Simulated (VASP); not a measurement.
Wanted: the native input for a VASP 6.6.1 run.

- Task: single point
- Functional: PBEsol
- Potentials or basis: VASP PAW PBE potentials, release 64 (Li_sv, Nb_sv, O)
- Cutoff: 520 eV
- k mesh: 10 × 10 × 10
- Occupations: gaussian, width 0.05 eV
- Spin: no spin polarisation
- Dipole correction: no
- Further INCAR settings: ALGO = Normal; EDIFF = 1e-07; NBANDS = 34

The structure of Li4NbO4 lies in POSCAR:

```
Li4NbO4
1.0
   -3.8119495391      3.8119495391      1.6301049253
    3.8119495391     -3.8119495391      1.6301049253
    3.8119495391      3.8119495391     -1.6301049253
Li Nb O
4 1 4
Direct
    0.3075937727      0.1042055979      0.4117993706
    0.8426719780      0.3341549847      0.1768269627
    0.1573280220      0.6658450153      0.8231730373
    0.6658450153      0.8426719780      0.5085169933
    0.0000000000      0.0000000000      0.0000000000
    0.7589255465      0.0797104317      0.8386359782
    0.9202895683      0.7589255465      0.6792151148
    0.0797104317      0.2410744535      0.3207848852
    0.2410744535      0.9202895683      0.1613640218
```

This cell differs from its parent crystal: atom 1 (Li) moved by -0.405 Å along [1 0 0] and +0.203 Å along [0 1 0].

One way to write it, as run:

INCAR

```
SYSTEM = Li4NbO4
  PREC = Accurate
  ENCUT = 520
  EDIFF = 1E-7
  ISMEAR = 0
  SIGMA = 0.05
  LREAL = .FALSE.
  LASPH = .TRUE.
  NELM = 100
  ALGO = Normal
  ISIF = 2
  LWAVE = .FALSE.
  LCHARG = .FALSE.
  GGA = PS
  NBANDS = 34
```

KPOINTS

```
Automatic mesh
0
G
  10 10 10
  0 0 0
```

Potentials or basis: VASP PAW PBE potentials, release 64 (Li_sv, Nb_sv, O).

The run is started by

```bash
$ cat potpaw_PBE.64/Li_sv/POTCAR potpaw_PBE.64/Nb_sv/POTCAR potpaw_PBE.64/O/POTCAR > POTCAR
$ mpirun -np 1 vasp_std > vasp.out
```

It gave:

| Property | Result |
| --- | --- |
| Largest force | 6.408 eV/Å |
| Band gap on the k mesh | zero (an odd number of electrons rules out a gap without spin polarisation) |

Caveat: the cell differs from its parent crystal (atom 1 (Li) moved by -0.405 Å along [1 0 0] and +0.203 Å along [0 1 0]); the PAW data sets were made with another functional, which shifts forces and pressure a little; an odd number of electrons without spin polarisation forces a metal; a magnetic or distorted state may lie lower.

It took 26 min on 1 thread of Oxide Virtual Turin-like Processor (shared host), peak memory 0.77 GiB.
